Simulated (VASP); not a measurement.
# Co (Fd-3m) in VASP: further runs

Runs on Co. Level: r2SCAN. Tasks: single point.

Everything below comes from runs of VASP 6.6.1. Logs are shortened: lines on timing, memory, paths and dates and some standing lists are left out, and cuts for length are marked.

**1. The cell of the first run**

Symmetry: Fd-3m, No. 227, cubic system. The conventional cell has a = 6.467 Å, b = 6.467 Å, c = 6.467 Å, α = 90.00°, β = 90.00°, γ = 90.00°. Co (site symmetry -43m) has 16 Co at 2.68 to 2.80 Å within 3.5 Å. Co (site symmetry -3m) has 12 Co at 2.29 to 2.68 Å within 3.0 Å.

This isn't the form of Co at room conditions, which is hcp.

**2. Single point, r2SCAN, collinear spin, ferromagnetic start**

POSCAR

```
Co
1.0
    0.0000000000      3.2334011868      3.2334011868
    3.2334011868      0.0000000000      3.2334011868
    3.2334011868      3.2334011868      0.0000000000
Co
6
Direct
    0.2500000000      0.2500000000      0.2500000000
    0.0000000000      0.0000000000      0.0000000000
    0.6250000000      0.6250000000      0.1250000000
    0.6250000000      0.1250000000      0.6250000000
    0.1250000000      0.6250000000      0.6250000000
    0.6250000000      0.6250000000      0.6250000000
```

INCAR.step1

```
SYSTEM = Co
PREC = Accurate
ENCUT = 520
ISMEAR = 0
SIGMA = 0.1
LREAL = .False.
LASPH = .True.
NELM = 150
ISPIN = 2
MAGMOM = 2.21 2.21 2.19 2.19 2.19 2.19
LMAXMIX = 4
NBANDS = 40
GGA = PE
ALGO = Normal
EDIFF = 1E-4
LWAVE = .True.
LCHARG = .False.
```

INCAR.step2

```
SYSTEM = Co
PREC = Accurate
ENCUT = 520
EDIFF = 1E-6
ISMEAR = 0
SIGMA = 0.1
LREAL = .False.
LASPH = .True.
NELM = 150
ALGO = Normal
ISIF = 2
LWAVE = .False.
LCHARG = .True.
ISPIN = 2
MAGMOM = 2.21 2.21 2.19 2.19 2.19 2.19
LORBIT = 11
LMAXMIX = 4
METAGGA = R2SCAN
LMIXTAU = .True.
LELF = .True.
LVHAR = .True.
NBANDS = 40
ISTART = 1
```

KPOINTS

```
Automatic mesh
0
Gamma
  10 10 10
  0 0 0
```

Potentials or basis: VASP PAW PBE potentials, release 64 (Co).

The run is started by

```console
$ cat potpaw_PBE.64/Co/POTCAR > POTCAR
$ cp INCAR.step1 INCAR
$ mpirun -np 1 vasp_std > vasp.out
$ cp INCAR.step2 INCAR
$ mpirun -np 1 vasp_std > vasp.out
```

OUTCAR:

```text
SYSTEM = Co
   PREC = Accurate
   ENCUT = 520
   EDIFF = 1E-6
   ISMEAR = 0
   LREAL = .False.
   LASPH = .True.
   NELM = 150
   ISIF = 2
   ISPIN = 2
   LORBIT = 11
   METAGGA = R2SCAN
   ISTART = 1

 ion  position               nearest neighbor table
   1  0.250  0.250  0.250-   3 2.68   4 2.68   5 2.68   6 2.68   6 2.68   6 2.68   3 2.68   5 2.68
                             5 2.68   3 2.68   4 2.68   4 2.68   2 2.80   2 2.80   2 2.80   2 2.80
   2  0.000  0.000  0.000-   3 2.68   6 2.68   6 2.68   6 2.68   4 2.68   5 2.68   4 2.68   5 2.68
                             3 2.68   3 2.68   5 2.68   4 2.68   1 2.80   1 2.80   1 2.80   1 2.80
   3  0.625  0.625  0.125-   6 2.29   4 2.29   5 2.29   6 2.29   4 2.29   5 2.29   1 2.68   2 2.68
                             2 2.68   1 2.68   2 2.68   1 2.68
   4  0.625  0.125  0.625-   6 2.29   3 2.29   3 2.29   5 2.29   6 2.29   5 2.29   1 2.68   2 2.68
                             2 2.68   1 2.68   2 2.68   1 2.68
   5  0.125  0.625  0.625-   6 2.29   3 2.29   4 2.29   3 2.29   4 2.29   6 2.29   1 2.68   2 2.68
                             1 2.68   2 2.68   1 2.68   2 2.68
   6  0.625  0.625  0.625-   3 2.29   4 2.29   5 2.29   3 2.29   4 2.29   5 2.29   2 2.68   1 2.68
                             2 2.68   1 2.68   2 2.68   1 2.68

  LATTYP: Found a face centered cubic cell.
 ALAT       =     6.4668023736

  Lattice vectors:

 A1 = (   0.0000000000,   3.2334011868,   3.2334011868)
 A2 = (   3.2334011868,   0.0000000000,   3.2334011868)
 A3 = (   3.2334011868,   3.2334011868,   0.0000000000)

Analysis of symmetry for initial positions (statically):
=====================================================================
 Subroutine PRICEL returns:
 Original cell was already a primitive cell.

 Routine SETGRP: Setting up the symmetry group for a
 face centered cubic supercell.

 Subroutine GETGRP returns: Found 48 space group operations
 (whereof 24 operations were pure point group operations)
 out of a pool of 48 trial point group operations.

The static configuration has the point symmetry T_d .
 The point group associated with its full space group is O_h .

Analysis of symmetry for dynamics (positions and initial velocities):
=====================================================================
 Subroutine PRICEL returns:
 Original cell was already a primitive cell.

 Routine SETGRP: Setting up the symmetry group for a
 face centered cubic supercell.

 Subroutine GETGRP returns: Found 48 space group operations
 (whereof 24 operations were pure point group operations)
 out of a pool of 48 trial point group operations.

The dynamic configuration has the point symmetry T_d .
 The point group associated with its full space group is O_h .

Analysis of structural, dynamic, and magnetic symmetry:
=====================================================================
 Subroutine PRICEL returns:
 Original cell was already a primitive cell.

 Routine SETGRP: Setting up the symmetry group for a
 face centered cubic supercell.

 Subroutine GETGRP returns: Found 48 space group operations
 (whereof 24 operations were pure point group operations)
 out of a pool of 48 trial point group operations.

The overall configuration has the point symmetry T_d .
 The point group associated with its full space group is O_h .

 Subroutine INISYM returns: Found 48 space group operations
 (whereof 24 operations are pure point group operations),
 and found     1 'primitive' translations

----------------------------------------------------------------------------------------

                                     Primitive cell

  volume of cell :      67.6097

  direct lattice vectors                    reciprocal lattice vectors
     0.000000000  3.233401187  3.233401187    -0.154635930  0.154635930  0.154635930
     3.233401187  0.000000000  3.233401187     0.154635930 -0.154635930  0.154635930
     3.233401187  3.233401187  0.000000000     0.154635930  0.154635930 -0.154635930

  length of vectors
     4.572719811  4.572719811  4.572719811     0.267837288  0.267837288  0.267837288

  position of ions in fractional coordinates (direct lattice)
     0.250000000  0.250000000  0.250000000
     0.000000000  0.000000000  0.000000000
     0.625000000  0.625000000  0.125000000
     0.625000000  0.125000000  0.625000000
     0.125000000  0.625000000  0.625000000
     0.625000000  0.625000000  0.625000000

  ion indices of the primitive-cell ions
   primitive index   ion index
                 1           1
                 2           2
                 3           3
                 4           4
                 5           5
                 6           6

----------------------------------------------------------------------------------------

 KPOINTS: Automatic mesh

Automatic generation of k-mesh.
 Grid dimensions read from file:
 generate k-points for:   10   10   10

 Generating k-lattice:

  Cartesian coordinates                     Fractional coordinates (reciprocal lattice)
    -0.015463593  0.015463593  0.015463593     0.100000000  0.000000000  0.000000000
     0.015463593 -0.015463593  0.015463593     0.000000000  0.100000000  0.000000000
     0.015463593  0.015463593 -0.015463593     0.000000000  0.000000000  0.100000000

  Length of vectors
     0.026783729  0.026783729  0.026783729

  Shift w.r.t. Gamma in fractional coordinates (k-lattice)
     0.000000000  0.000000000  0.000000000

 Subroutine IBZKPT returns following result:
 ===========================================

 Found     47 irreducible k-points:

 Following reciprocal coordinates:
            Coordinates               Weight
  0.000000  0.000000  0.000000      1.000000
  0.100000  0.000000  0.000000      8.000000
  0.200000  0.000000  0.000000      8.000000
  0.300000  0.000000  0.000000      8.000000
  0.400000  0.000000  0.000000      8.000000
  0.500000  0.000000  0.000000      4.000000
[... 16 lines left out ...]
  0.300000  0.300000  0.000000      6.000000
  0.400000  0.300000  0.000000     24.000000
 [... further k-points ...]
   k-points           NKPTS =     47   k-points in BZ     NKDIM =     47   number of bands    NBANDS=     40
   number of dos      NEDOS =    301   number of ions     NIONS =      6
   total plane-waves  NPLWV =  46656
   dimension x,y,z NGX =    36 NGY =   36 NGZ =   36
   dimension x,y,z NGXF=    72 NGYF=   72 NGZF=   72
   ions per type =               6
   NGX,Y,Z   is equivalent  to a cutoff of  13.09, 13.09, 13.09 a.u.
   NGXF,Y,Z  is equivalent  to a cutoff of  26.18, 26.18, 26.18 a.u.
 SYSTEM =  Co
   PREC   = accura    normal or accurate (medium, high low for compatibility)
   ISTART =      1    job   : 0-new  1-cont  2-samecut
   ICHARG =      0    charge: 1-file 2-atom 10-const
   ISPIN  =      2    spin polarized calculation?
   LNONCOLLINEAR =      F non collinear calculations
   LSORBIT =      F    spin-orbit coupling
   LASPH  =      T    aspherical Exc in radial PAW
   ENCUT  =  520.0 eV  38.22 Ry    6.18 a.u.   8.50  8.50  8.50*2*pi/ulx,y,z
   NELM   =    150;   NELMIN=  2; NELMDL=  0     # of ELM steps
   EDIFF  = 0.1E-05   stopping-criterion for ELM
   LREAL  =      F    real-space projection
   EDIFFG = 0.1E-04   stopping-criterion for IOM
   NSW    =      0    number of steps for IOM
   IBRION =     -1    ionic relax: 0-MD 1-quasi-New 2-CG
   NFREE  =      0    steps in history (QN), initial steepest desc. (CG)
   ISIF   =      2    stress and relaxation
   ISYM   =      2    0-nonsym 1-usesym 2-fastsym
   POTIM  = 0.5000    time-step for ionic-motion
   TEBEG  =    0.0;   TEEND  =   0.0 temperature during run
   PSTRESS=    0.0 pullay stress
   NELECT =      54.0000    total number of electrons
   NUPDOWN=      -1.0000    fix difference up-down
   EMIN   =  10.00;   EMAX   =-10.00  energy-range for DOS
   EFERMI =   0.00;   METHOD = LEGACY
   ISMEAR =     0;   SIGMA  =   0.10  broadening in eV -4-tet -1-fermi 0-gaus
   EFERMI_NEDOS =   21; number of points for ismear=-14 and -15
   IALGO  =     38    algorithm
   IMIX   =      4    mixing-type and parameters
     AMIX     =   0.40;   BMIX     =  1.00
     AMIX_MAG =   1.60;   BMIX_MAG =  1.00
  volume/ion in A,a.u.               =      11.27        76.04
  Fermi-wavevector in a.u.,A,eV,Ry     =   1.518926  2.870353 31.390476  2.307135
  Thomas-Fermi vector in A             =   2.627981
   LORBIT       =     11    0 simple, 1 ext, 2 COOP (PROOUT), +10 PAW based schemes
   METAGGA = R2SCAN    functional components
   LHFCALC =     F    Hartree Fock is set to
   AEXX    =    0.0000 exact exchange contribution
   IVDW    =     0    specifies the selected vdW correction
   LEPSILON=     F    determine dielectric tensor
   LRPA    =     F    only Hartree local field effects (RPA)
 spin polarized calculation
 Gauss-broadening in eV      SIGMA  =   0.10
  energy-cutoff  :      520.00
  volume of cell :       67.61
 maximum number of plane-waves:      1849
 NGX is ok and might be reduce to    36
   NGX = 17   NGY = 17   NGZ = 17

 number of electron      54.0000033 magnetization      11.0854326

 Free energy of the ion-electron system (eV)
  ---------------------------------------------------
  ext. energy  EPLUGINS =         0.00000000
  ---------------------------------------------------
  free energy    TOTEN  =       -78.31612013 eV

  energy without entropy =      -78.28829123  energy(sigma->0) =      -78.30220568

 E-fermi :  10.1607     XC(G=0): -14.3789

 val. band max:       10.1595757300   @ k =  -0.4000   0.2000   0.1000
 cond. band min:      10.1608857290   @ k =   0.4000   0.0000   0.0000
 fundamental gap:      0.0013099990
 Fermi energy:        10.1607350451

 spin component 1

 k-point     1 :       0.0000    0.0000    0.0000
  band No.  band energies     occupation
      1       0.6095      1.00000
      2       3.0651      1.00000
      3       4.2390      1.00000
      4       4.2390      1.00000
      5       4.2390      1.00000
      6       4.8994      1.00000
[... 31 lines left out ...]
     38      16.2725      0.00000
     39      17.0784      0.00000
[... 964 lines left out ...]
     38      19.1894      0.00000
     39      20.5583      0.00000

 [... further k-points ...]

 spin component 2

 k-point     1 :       0.0000    0.0000    0.0000
  band No.  band energies     occupation
      1       0.0993      1.00000
      2       4.7006      1.00000
      3       5.8784      1.00000
      4       5.8784      1.00000
      5       5.8784      1.00000
      6       6.7214      1.00000
[... 31 lines left out ...]
     38      17.3575      0.00000
     39      18.0315      0.00000
[... 964 lines left out ...]
     38      20.0142      0.00000
     39      21.3176      0.00000

 [... further k-points ...]

 [bands above 39 left out]

------------------------ aborting loop because EDIFF is reached ----------------------------------------

  FORCE on cell =-STRESS in cart. coord.  units (eV):
  Direction    XX          YY          ZZ          XY          YZ          ZX
  --------------------------------------------------------------------------------------
  -------------------------------------------------------------------------------------
  Total       -0.1756342     -0.1756342     -0.1756342      0.0000000      0.0000000      0.0000000
  in kB       -4.1620833     -4.1620833     -4.1620833      0.0000000      0.0000000      0.0000000
  external PRESSURE =      -4.1620833 kB  Pullay stress =       0.0000000 kB

 VOLUME and BASIS-vectors are now :
 -----------------------------------------------------------------------------
  energy-cutoff  :      520.00
  volume of cell :       67.61
      direct lattice vectors                 reciprocal lattice vectors
     0.000000000  3.233401187  3.233401187    -0.154635930  0.154635930  0.154635930
     3.233401187  0.000000000  3.233401187     0.154635930 -0.154635930  0.154635930
     3.233401187  3.233401187  0.000000000     0.154635930  0.154635930 -0.154635930

 POSITION                                       TOTAL-FORCE (eV/Angst)
 -----------------------------------------------------------------------------------
      1.61670      1.61670      1.61670         0.000000      0.000000      0.000000
      0.00000      0.00000      0.00000        -0.000000     -0.000000     -0.000000
      2.42505      2.42505      4.04175         0.000000     -0.000000      0.000000
      2.42505      4.04175      2.42505         0.000000     -0.000000      0.000000
      4.04175      2.42505      2.42505         0.000000     -0.000000      0.000000
      4.04175      4.04175      4.04175         0.000000     -0.000000      0.000000
 -----------------------------------------------------------------------------------
    total drift:                                0.000000      0.000000      0.000000

  FREE ENERGIE OF THE ION-ELECTRON SYSTEM (eV)
  ---------------------------------------------------
  free  energy   TOTEN  =       -78.3161201315 eV

  energy  without entropy=      -78.2882912308  energy(sigma->0) =      -78.30220568

 total charge

# of ion       s       p       d       tot
------------------------------------------
    1        0.416   0.434   7.152   8.002
    2        0.416   0.434   7.152   8.002
    3        0.561   0.618   7.254   8.433
    4        0.561   0.618   7.254   8.433
    5        0.561   0.618   7.254   8.433
    6        0.561   0.618   7.254   8.433
--------------------------------------------------
tot          3.075   3.340  43.321  49.736

 magnetization (x)

# of ion       s       p       d       tot
------------------------------------------
    1       -0.004  -0.058   2.024   1.962
    2       -0.004  -0.058   2.024   1.962
    3       -0.003  -0.085   1.972   1.884
    4       -0.003  -0.085   1.972   1.884
    5       -0.003  -0.085   1.972   1.884
    6       -0.003  -0.085   1.972   1.884
--------------------------------------------------
tot         -0.018  -0.454  11.934  11.462
```

Run time: 20 min. Hardware: 1 thread of Intel Xeon 8259CL, shared host; peak memory 0.37 GiB.

What came out:

```yaml
Free_energy: -78.3161 eV
Pressure: -0.4 GPa
Net_moment: 11.09 μB per cell
Site_moments: Co +1.96, +1.88 (each value once) μB
Valence_electrons_inside_the_program's_atomic_spheres: Co 8.00, 8.43 (each value once)
```

Levels at points of the mesh, in eV from the Fermi level:
Spin up:
| k point | band 28 | band 29 | band 30 | band 31 | band 32 | band 33 | band 34 | band 35 | band 36 | band 37 |
| --- | --- | --- | --- | --- | --- | --- | --- | --- | --- | --- |
| (0.00, 0.00, 0.00) | -2.03 | -1.10 | -1.10 | -1.10 | 1.05 | 2.46 | 2.46 | 2.46 | 6.11 | 6.11 |
| (0.50, 0.00, 0.00) | -2.20 | -2.20 | -1.89 | -1.89 | -1.10 | 1.63 | 1.96 | 1.96 | 4.96 | 4.96 |
| (0.50, 0.50, 0.00) | -2.43 | -2.21 | -2.21 | -2.07 | -2.07 | 0.68 | 0.68 | 1.51 | 1.51 | 11.42 |
Spin down:
```tsv
k point	band 19	band 20	band 21	band 22	band 23	band 24
(0.00, 0.00, 0.00)	-0.45	-0.45	0.40	0.40	0.40	0.60
(0.50, 0.00, 0.00)	-0.52	-0.52	-0.18	-0.18	-0.14	0.33
(0.50, 0.50, 0.00)	-0.23	-0.23	-0.21	-0.21	0.15	0.15
```

Caveat: the PAW data sets were made with another functional, which shifts forces and pressure a little.

(Continued in part 2 of 3.)
